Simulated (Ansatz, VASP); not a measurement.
**Two plane-wave programs on SiNi**

```
CELL_PARAMETERS angstrom
3.25831 0.00000 0.00000
0.00000 4.70939 0.00000
0.00000 0.00000 24.16585
ATOMIC_POSITIONS crystal
Si 0.00000 0.84318 0.31036
Si 0.50000 0.15682 0.37357
Si 0.00000 0.84318 0.43679
Si 0.50000 0.15682 0.50000
Si 0.00000 0.84318 0.56321
Si 0.50000 0.15682 0.62643
Si 0.00000 0.84318 0.68964
Ni 0.00000 0.34231 0.31036
Ni 0.50000 0.65769 0.37357
Ni 0.00000 0.34231 0.43679
Ni 0.50000 0.65769 0.50000
Ni 0.00000 0.34231 0.56321
Ni 0.50000 0.65769 0.62643
Ni 0.00000 0.34231 0.68964
```

Alike in both runs: task single point; functional PBE; k mesh 2 × 2 × 1; occupations gaussian, width 0.1 eV; no spin polarisation.

|  | VASP | Ansatz |
| --- | --- | --- |
| version | VASP 6.6.1 | Ansatz 0.2.0 |
| potentials or method | VASP PAW PBE potentials, release 64 (Si, Ni_sv_GW), cutoff 510 eV | scalar-relativistic, plane waves, PAW |
| valence electrons in the cell | 154 | 154 |

Ansatz gave:

* gap on the k mesh at the Fermi level (eV): none
* rms of the force components (eV/Å): 0.551

**Question.** Which values does VASP return?

**Answer.** gap on the k mesh at the Fermi level (eV): none; rms of the force components (eV/Å): 0.547.

A gap of «none» marks a metal or a gap that the smearing closes. With one functional, cell and mesh, what is left measures potentials, basis and numerics.

The k mesh is coarse, so the values compare programs but aren't converged.
